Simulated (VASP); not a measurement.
# LiF (Pm-3m) in VASP: single point with r2SCAN

Aim: the single point of LiF with r2SCAN.

Everything below comes from runs of VASP 6.6.1. Logs are shortened: lines on timing, memory, paths and dates and some standing lists are left out, and cuts for length are marked.

### 1 The cell of the first run

It takes space group Pm-3m (No. 221, cubic). Conventional cell: a = 2.560 Å, b = 2.560 Å, c = 2.560 Å, α = 90.00°, β = 90.00°, γ = 90.00°. Within 2.9 Å of Li (site symmetry m-3m) lie 8 F at 2.22 Å and 6 Li at 2.56 Å. F (site symmetry m-3m) has 8 Li at 2.22 Å and 6 F at 2.56 Å within 2.9 Å.

### 2 Single point, r2SCAN

POSCAR reads:

```
LiF
1.0
    2.5595330000      0.0000000000      0.0000000000
    0.0000000000      2.5595330000      0.0000000000
    0.0000000000      0.0000000000      2.5595330000
Li F
1 1
Direct
    0.0000000000      0.0000000000      0.0000000000
    0.5000000000      0.5000000000      0.5000000000
```

INCAR.step1 reads:

```
SYSTEM = LiF
PREC     = Accurate       ! precision mode
ENCUT    = 1490           ! plane-wave cutoff, eV
ISMEAR   = 0              ! smearing method
SIGMA    = 0.05           ! smearing width, eV
LREAL    = .False.        ! projectors in reciprocal space
LASPH    = .True.         ! aspherical terms in the spheres
NELM     = 120            ! most SCF steps
NBANDS   = 12             ! bands
GGA      = PE             ! functional
ALGO     = Normal         ! electronic algorithm
EDIFF    = 1E-5           ! SCF threshold, eV
LWAVE    = .True.         ! write WAVECAR
LCHARG   = .False.        ! write CHGCAR
GGA_COMPAT= .False.
```

INCAR.step2 reads:

```
SYSTEM = LiF
PREC     = Accurate       ! precision mode
ENCUT    = 1490           ! plane-wave cutoff, eV
EDIFF    = 1E-6           ! SCF threshold, eV
ISMEAR   = 0              ! smearing method
SIGMA    = 0.05           ! smearing width, eV
LREAL    = .False.        ! projectors in reciprocal space
LASPH    = .True.         ! aspherical terms in the spheres
NELM     = 120            ! most SCF steps
ALGO     = Normal         ! electronic algorithm
ISIF     = 2              ! what is computed and relaxed
LWAVE    = .False.        ! write WAVECAR
LCHARG   = .False.        ! write CHGCAR
METAGGA  = R2SCAN         ! meta-GGA
LMIXTAU  = .True.       
NBANDS   = 12             ! bands
ISTART   = 1            
GGA_COMPAT= .False.
```

KPOINTS reads:

```
regular mesh
0
Gamma
  10 10 10
  0 0 0
```

Potentials or basis: VASP PAW PBE potentials, release 64 (Li_sv, F_h).

On the command line:

```console
cat potpaw_PBE.64/Li_sv/POTCAR potpaw_PBE.64/F_h/POTCAR > POTCAR
cp INCAR.step1 INCAR
mpirun -np 1 vasp_std > vasp.out
cp INCAR.step2 INCAR
mpirun -np 1 vasp_std > vasp.out
```

OUTCAR:

```text
SYSTEM = LiF
   PREC = Accurate
   ENCUT = 1490
   EDIFF = 1E-6
   ISMEAR = 0
   LREAL = .False.
   LASPH = .True.
   NELM = 120
   ISIF = 2
   METAGGA = R2SCAN
   ISTART = 1

 ion  position               nearest neighbor table
   1  0.000  0.000  0.000-
   2  0.500  0.500  0.500-

  LATTYP: Found a simple cubic cell.
 ALAT       =     2.5595330000

  Lattice vectors:

 A1 = (   2.5595330000,   0.0000000000,   0.0000000000)
 A2 = (   0.0000000000,   2.5595330000,   0.0000000000)
 A3 = (   0.0000000000,   0.0000000000,   2.5595330000)

Analysis of symmetry for initial positions (statically):
=====================================================================
 Subroutine PRICEL returns:
 Original cell was already a primitive cell.

 Routine SETGRP: Setting up the symmetry group for a
 simple cubic supercell.

 Subroutine GETGRP returns: Found 48 space group operations
 (whereof 48 operations were pure point group operations)
 out of a pool of 48 trial point group operations.

The static configuration has the point symmetry O_h .

Analysis of symmetry for dynamics (positions and initial velocities):
=====================================================================
 Subroutine PRICEL returns:
 Original cell was already a primitive cell.

 Routine SETGRP: Setting up the symmetry group for a
 simple cubic supercell.

 Subroutine GETGRP returns: Found 48 space group operations
 (whereof 48 operations were pure point group operations)
 out of a pool of 48 trial point group operations.

The dynamic configuration has the point symmetry O_h .

 Subroutine INISYM returns: Found 48 space group operations
 (whereof 48 operations are pure point group operations),
 and found     1 'primitive' translations

----------------------------------------------------------------------------------------

                                     Primitive cell

  volume of cell :      16.7680

  direct lattice vectors                    reciprocal lattice vectors
     2.559533000  0.000000000  0.000000000     0.390696272  0.000000000  0.000000000
     0.000000000  2.559533000  0.000000000     0.000000000  0.390696272  0.000000000
     0.000000000  0.000000000  2.559533000     0.000000000  0.000000000  0.390696272

  length of vectors
     2.559533000  2.559533000  2.559533000     0.390696272  0.390696272  0.390696272

  position of ions in fractional coordinates (direct lattice)
     0.000000000  0.000000000  0.000000000
     0.500000000  0.500000000  0.500000000

  ion indices of the primitive-cell ions
   primitive index   ion index
                 1           1
                 2           2

----------------------------------------------------------------------------------------

 KPOINTS: regular mesh

Automatic generation of k-mesh.
 Grid dimensions read from file:
 generate k-points for:   10   10   10

 Generating k-lattice:

  Cartesian coordinates                     Fractional coordinates (reciprocal lattice)
     0.039069627  0.000000000  0.000000000     0.100000000  0.000000000  0.000000000
     0.000000000  0.039069627  0.000000000     0.000000000  0.100000000  0.000000000
     0.000000000  0.000000000  0.039069627     0.000000000  0.000000000  0.100000000

  Length of vectors
     0.039069627  0.039069627  0.039069627

  Shift w.r.t. Gamma in fractional coordinates (k-lattice)
     0.000000000  0.000000000  0.000000000

 Subroutine IBZKPT returns following result:
 ===========================================

 Found     56 irreducible k-points:

 Following reciprocal coordinates:
            Coordinates               Weight
  0.000000  0.000000  0.000000      1.000000
  0.100000  0.000000  0.000000      6.000000
  0.200000  0.000000  0.000000      6.000000
  0.300000  0.000000  0.000000      6.000000
  0.400000  0.000000  0.000000      6.000000
  0.500000  0.000000  0.000000      3.000000
[... 16 lines left out ...]
  0.200000  0.100000  0.100000     24.000000
  0.300000  0.100000  0.100000     24.000000
 [... further k-points ...]
   k-points           NKPTS =     56   k-points in BZ     NKDIM =     56   number of bands    NBANDS=     12
   number of dos      NEDOS =    301   number of ions     NIONS =      2
   total plane-waves  NPLWV =  32768
   dimension x,y,z NGX =    32 NGY =   32 NGZ =   32
   dimension x,y,z NGXF=    64 NGYF=   64 NGZF=   64
   ions per type =               1   1
   NGX,Y,Z   is equivalent  to a cutoff of  20.78, 20.78, 20.78 a.u.
   NGXF,Y,Z  is equivalent  to a cutoff of  41.57, 41.57, 41.57 a.u.
 SYSTEM =  LiF
   PREC   = accura    normal or accurate (medium, high low for compatibility)
   ISTART =      1    job   : 0-new  1-cont  2-samecut
   ICHARG =      0    charge: 1-file 2-atom 10-const
   ISPIN  =      1    spin polarized calculation?
   LNONCOLLINEAR =      F non collinear calculations
   LSORBIT =      F    spin-orbit coupling
   LASPH  =      T    aspherical Exc in radial PAW
   ENCUT  = 1490.0 eV 109.51 Ry   10.46 a.u.   8.06  8.06  8.06*2*pi/ulx,y,z
   NELM   =    120;   NELMIN=  2; NELMDL=  0     # of ELM steps
   EDIFF  = 0.1E-05   stopping-criterion for ELM
   LREAL  =      F    real-space projection
   EDIFFG = 0.1E-04   stopping-criterion for IOM
   NSW    =      0    number of steps for IOM
   IBRION =     -1    ionic relax: 0-MD 1-quasi-New 2-CG
   NFREE  =      0    steps in history (QN), initial steepest desc. (CG)
   ISIF   =      2    stress and relaxation
   ISYM   =      2    0-nonsym 1-usesym 2-fastsym
   POTIM  = 0.5000    time-step for ionic-motion
   TEBEG  =    0.0;   TEEND  =   0.0 temperature during run
   PSTRESS=    0.0 pullay stress
   NELECT =      10.0000    total number of electrons
   NUPDOWN=      -1.0000    fix difference up-down
   EMIN   =  10.00;   EMAX   =-10.00  energy-range for DOS
   EFERMI =   0.00;   METHOD = LEGACY
   ISMEAR =     0;   SIGMA  =   0.05  broadening in eV -4-tet -1-fermi 0-gaus
   EFERMI_NEDOS =   21; number of points for ismear=-14 and -15
   IALGO  =     38    algorithm
   IMIX   =      4    mixing-type and parameters
     AMIX     =   0.40;   BMIX     =  1.00
     AMIX_MAG =   1.60;   BMIX_MAG =  1.00
  volume/ion in A,a.u.               =       8.38        56.58
  Fermi-wavevector in a.u.,A,eV,Ry     =   1.377994  2.604032 25.835673  1.898868
  Thomas-Fermi vector in A             =   2.503097
   LORBIT       =      0    0 simple, 1 ext, 2 COOP (PROOUT), +10 PAW based schemes
   METAGGA = R2SCAN    functional components
   LHFCALC =     F    Hartree Fock is set to
   AEXX    =    0.0000 exact exchange contribution
   IVDW    =     0    specifies the selected vdW correction
   LEPSILON=     F    determine dielectric tensor
   LRPA    =     F    only Hartree local field effects (RPA)
 non-spin polarized calculation
 Gauss-broadening in eV      SIGMA  =   0.05
  energy-cutoff  :     1490.00
  volume of cell :       16.77
 maximum number of plane-waves:      2272
   NGX = 17   NGY = 17   NGZ = 17

 number of electron      10.0000000 magnetization

 Free energy of the ion-electron system (eV)
  ---------------------------------------------------
  ext. energy  EPLUGINS =         0.00000000
  ---------------------------------------------------
  free energy    TOTEN  =       -11.27222621 eV

  energy without entropy =      -11.27222621  energy(sigma->0) =      -11.27222621

 E-fermi :   0.3644     XC(G=0): -10.4642

 val. band max:        0.0060646344   @ k =   0.5000   0.5000   0.0000
 cond. band min:       8.6266870829   @ k =   0.0000   0.0000   0.0000
 fundamental gap:      8.6206224485
 Fermi energy:         0.3643573238

 k-point     1 :       0.0000    0.0000    0.0000
  band No.  band energies     occupation
      1     -44.0022      2.00000
      2     -21.9271      2.00000
      3      -0.6752      2.00000
      4      -0.6752      2.00000
      5      -0.6752      2.00000
      6       8.6267      0.00000
      7      19.9426      0.00000
      8      19.9426      0.00000
      9      22.6726      0.00000
     10      22.6726      0.00000
     11      22.6726      0.00000
     12      39.7412      0.00000

 k-point     2 :       0.1000    0.0000    0.0000
  band No.  band energies     occupation
      1     -43.9980      2.00000
      2     -21.8865      2.00000
      3      -1.0211      2.00000
      4      -0.6389      2.00000
      5      -0.6389      2.00000
      6       8.8635      0.00000
      7      18.6506      0.00000
      8      20.1763      0.00000
      9      22.6201      0.00000
     10      22.6201      0.00000
     11      24.5593      0.00000
     12      38.3039      0.00000

 k-point     3 :       0.2000    0.0000    0.0000
  band No.  band energies     occupation
      1     -43.9871      2.00000
      2     -21.7781      2.00000
      3      -1.8447      2.00000
      4      -0.5425      2.00000
      5      -0.5425      2.00000
      6       9.3782      0.00000
      7      17.0912      0.00000
      8      20.8773      0.00000
      9      22.4646      0.00000
     10      22.4646      0.00000
     11      27.8902      0.00000
     12      34.8886      0.00000
[... 286 lines left out ...]
 k-point    23 :       0.2000    0.1000    0.1000
  band No.  band energies     occupation
      1     -43.9794      2.00000
      2     -21.6931      2.00000
      3      -1.7739      2.00000
      4      -0.8942      2.00000
      5      -0.8004      2.00000
      6       9.9440      0.00000
      7      17.0237      0.00000
      8      18.7021      0.00000
      9      22.3485      0.00000
     10      25.3216      0.00000
     11      28.3958      0.00000
     12      32.8603      0.00000

 k-point    24 :       0.3000    0.1000    0.1000
  band No.  band energies     occupation
      1     -43.9663      2.00000
      2     -21.5512      2.00000
      3      -2.6713      2.00000
      4      -0.7952      2.00000
      5      -0.6575      2.00000
      6      10.4958      0.00000
      7      15.9396      0.00000
      8      19.0193      0.00000
      9      22.3478      0.00000
     10      25.3163      0.00000
     11      31.0712      0.00000
     12      31.4778      0.00000

 [... further k-points ...]

------------------------ aborting loop because EDIFF is reached ----------------------------------------

  FORCE on cell =-STRESS in cart. coord.  units (eV):
  Direction    XX          YY          ZZ          XY          YZ          ZX
  --------------------------------------------------------------------------------------
  -------------------------------------------------------------------------------------
  Total       -0.4942297     -0.4942297     -0.4942297      0.0000000     -0.0000000      0.0000000
  in kB      -47.2234005    -47.2234005    -47.2234005      0.0000000     -0.0000000      0.0000000
  external PRESSURE =     -47.2234005 kB  Pullay stress =       0.0000000 kB

 VOLUME and BASIS-vectors are now :
 -----------------------------------------------------------------------------
  energy-cutoff  :     1490.00
  volume of cell :       16.77
      direct lattice vectors                 reciprocal lattice vectors
     2.559533000  0.000000000  0.000000000     0.390696272  0.000000000  0.000000000
     0.000000000  2.559533000  0.000000000     0.000000000  0.390696272  0.000000000
     0.000000000  0.000000000  2.559533000     0.000000000  0.000000000  0.390696272

 POSITION                                       TOTAL-FORCE (eV/Angst)
 -----------------------------------------------------------------------------------
      0.00000      0.00000      0.00000         0.000000      0.000000      0.000000
      1.27977      1.27977      1.27977         0.000000      0.000000      0.000000
 -----------------------------------------------------------------------------------
    total drift:                                0.000000      0.000000     -0.000000

  FREE ENERGIE OF THE ION-ELECTRON SYSTEM (eV)
  ---------------------------------------------------
  free  energy   TOTEN  =       -11.2722262083 eV

  energy  without entropy=      -11.2722262083  energy(sigma->0) =      -11.27222621
```

Run time: 54 s. Hardware: 1 thread of AMD EPYC 9R45 (Zen 5), shared host; peak memory 0.17 GiB.

What came out:

- Free energy: -11.2722 eV
- Pressure: -4.7 GPa
- Band gap on the k mesh: 8.62 eV (least direct gap 9.30 eV)

Caveat: the cell stands under tension; the PAW data sets were made with another functional, which shifts forces and pressure a little.
